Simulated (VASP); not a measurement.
Input of a VASP 6.6.1 run:

INCAR

```
SYSTEM = GaP
  ALGO = Normal
  EDIFF = 1E-7
  EDIFFG = -0.008
  ENCUT = 600
  GGA = PE
  IBRION = 2
  ISIF = 3
  ISMEAR = 0
  LASPH = .TRUE.
  LCHARG = .FALSE.
  LREAL = .FALSE.
  LWAVE = .FALSE.
  NELM = 80
  NSW = 70
  PREC = Accurate
  PSTRESS = 80.0
  SIGMA = 0.02
```

The input KPOINTS:

```
k-points
0
G
  8 8 8
  0 0 0
```

POSCAR

```
GaP
1.0
    0.0000000000      2.6721421798      2.6721421798
    2.6721421798      0.0000000000      2.6721421798
    2.6721421798      2.6721421798      0.0000000000
Ga P
1 1
Direct
    0.0000000000      0.0000000000      0.0000000000
    0.2500000000      0.2500000000      0.2500000000
```

Potentials or basis: VASP PAW PBE potentials, release 64 (Ga_d, P).

The run is started by

```sh
$ cat potpaw_PBE.64/Ga_d/POTCAR potpaw_PBE.64/P/POTCAR > POTCAR
$ mpirun -np 1 vasp_std > vasp.out
```

Question: Estimate the relaxed cell.

Answer: a = 3.783 Å, b = 3.783 Å, c = 3.783 Å, α = 60.00°, β = 60.00°, γ = 60.00°.

Question: Predict the space group after relaxing (to 0.05 Å).

Answer: F-43m (No. 216).

Question: What does it give for the relaxed volume?

Answer: 19.13 Å³/atom.

Question: Estimate the band gap on the k mesh.

Answer: 1.53 eV, indirect (least direct gap 2.30 eV).

The path:
| step | energy change (eV) | largest force (eV/Å) | pressure (GPa) | volume (Å³) |
| --- | --- | --- | --- | --- |
| 1 | 0.0000 | 0.0000 | 8.32 | 38.16 |
| 2 | -0.0105 | 0.0000 | 7.70 | 38.37 |
| 3 | -0.0055 | 0.0000 | 8.03 | 38.27 |

Caveat: the cell is relaxed towards a set pressure, so the enthalpy falls and the energy may rise. A hybrid or GW would open this gap; PBE tends to underestimate it.
